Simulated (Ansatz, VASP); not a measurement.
SrTiO3: VASP beside Ansatz

INCAR

```
SYSTEM = SrTiO3
PREC     = Accurate       ! precision mode
ENCUT    = 520            ! plane-wave cutoff, eV
EDIFF    = 1E-6           ! SCF threshold, eV
ISMEAR   = 0              ! smearing method
SIGMA    = 0.05           ! smearing width, eV
LREAL    = .False.        ! projectors in reciprocal space
LASPH    = .True.         ! aspherical terms in the spheres
NELM     = 60             ! most SCF steps
ALGO     = Normal         ! electronic algorithm
ISIF     = 2              ! what is computed and relaxed
LWAVE    = .False.        ! write WAVECAR
LCHARG   = .False.        ! write CHGCAR
GGA      = PS             ! functional
NBANDS   = 28             ! bands
```

File KPOINTS:

```
regular mesh
0
Gamma
  8 8 8
  0 0 0
```

POSCAR

```
SrTiO3
1.0
    3.7357262784      0.0000000000      0.0000000000
    0.0000000000      3.7357262784      0.0000000000
    0.0000000000      0.0000000000      3.8913815400
Sr Ti O
1 1 3
Direct
    0.0000000000      0.0000000000      0.0000000000
    0.5000000000      0.5000000000      0.5000000000
    0.0000000000      0.5000000000      0.5000000000
    0.5000000000      0.0000000000      0.5000000000
    0.5000000000      0.5000000000      0.0000000000
```

Input for Ansatz:

```yaml
crystal:
  lattice:
    - [3.7357262784, 0.0, 0.0]
    - [0.0, 3.7357262784, 0.0]
    - [0.0, 0.0, 3.89138154]
  atoms:
    - { symbol: Sr, position: [0.0, 0.0, 0.0] }
    - { symbol: Ti, position: [0.5, 0.5, 0.5] }
    - { symbol: O, position: [0.0, 0.5, 0.5] }
    - { symbol: O, position: [0.5, 0.0, 0.5] }
    - { symbol: O, position: [0.5, 0.5, 0.0] }
basis:
  ecutwfc: 520.0
kpoints:
  mp_grid: { grid: [8, 8, 8] }
hamiltonian:
  xc: pbesol
  pseudopotentials: { kind: paw, azcp: { folder: soft_1 } }
scf:
  occupations: { method: gaussian, width: 0.05 }
output:
  forces: true
  stress: true
  eigenvalues: true
```

Change from the starting cell: mode 1 frozen in at +0.000 Å, equal normal strain along x and y -0.0400.

Alike in both runs: task single point; functional PBEsol; k mesh 8 × 8 × 8; occupations gaussian, width 0.05 eV; no spin polarisation.

|  | VASP | Ansatz |
| --- | --- | --- |
| version | VASP 6.6.1 | Ansatz 0.2.0 |
| potentials or method | VASP PAW PBE potentials, release 64 (Sr_sv, Ti_sv, O), cutoff 520 eV | scalar-relativistic, plane waves, PAW |
| valence electrons in the cell | 40 | 40 |

VASP gave:

* gap on the k mesh at the Fermi level (eV): 1.85
* least direct gap on the mesh (eV): 2.19
* pressure (GPa): 19.6
* traceless stress, the component that is largest in VASP (GPa): -9.21

Problem. Which values does Ansatz return?

Solution. gap on the k mesh at the Fermi level (eV): 1.89; least direct gap on the mesh (eV): 2.21; pressure (GPa): 18.8; traceless stress, the component that is largest in VASP (GPa): -9.14.

VASP's potentials were made for PBE, not for PBEsol, and Ansatz warns of the same on its side. With one functional, cell and mesh, what is left measures potentials, basis and numerics.
